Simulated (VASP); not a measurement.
Write the native input for VASP 6.6.1 that does the following.

```yaml
Task: single point
Functional: PBE
Potentials_or_basis: VASP PAW PBE potentials, release 64 (Os)
Cutoff: 520 eV
k_mesh: 17 × 17 × 16
Occupations: fermi-dirac, width 0.1 eV
Spin: no spin polarisation
Dipole_correction: no
Further_INCAR_settings: ALGO = Normal; EDIFF = 1e-06; NBANDS = 10
```

The structure of Os lies in POSCAR:

```
Os
1.0
    2.5867495672      0.0000000000      0.0000000000
   -1.2933747836      2.2401908385      0.0000000000
    0.0000000000      0.0000000000      2.4576371420
Os
1
Direct
    0.0000000000      0.0000000000      0.0000000000
```

This isn't the form of Os at room conditions, which is hcp.

These files were run (other wordings do the same):

INCAR

```
SYSTEM = Os
PREC = Accurate ; ENCUT = 520
EDIFF = 1E-6 ; ISMEAR = -1
SIGMA = 0.1 ; LREAL = .False.
LASPH = .True. ; NELM = 60
ALGO = Normal ; ISIF = 2
LWAVE = .False. ; LCHARG = .False.
GGA = PE ; NBANDS = 10
```

KPOINTS

```
Automatic mesh
0
Gamma
  17 17 16
  0 0 0
```

Potentials or basis: VASP PAW PBE potentials, release 64 (Os).

Launch:

```bash
$ cat potpaw_PBE.64/Os/POTCAR > POTCAR
$ mpirun -np 1 vasp_std > vasp.out
```

It gave:

| Property | Result |
| --- | --- |
| Pressure | 40.7 GPa |
| Band gap on the k mesh | zero (bands 4 and 5 overlap by 5.39 eV) |

Caveat: the cell stands under pressure; spin-orbit coupling is left out, which moves the levels of the heavy elements.

Wall time 12 s on 1 thread of Intel(R) Xeon(R) 6975P-C (Granite Rapids), with other jobs on the host, peak memory 0.16 GiB.
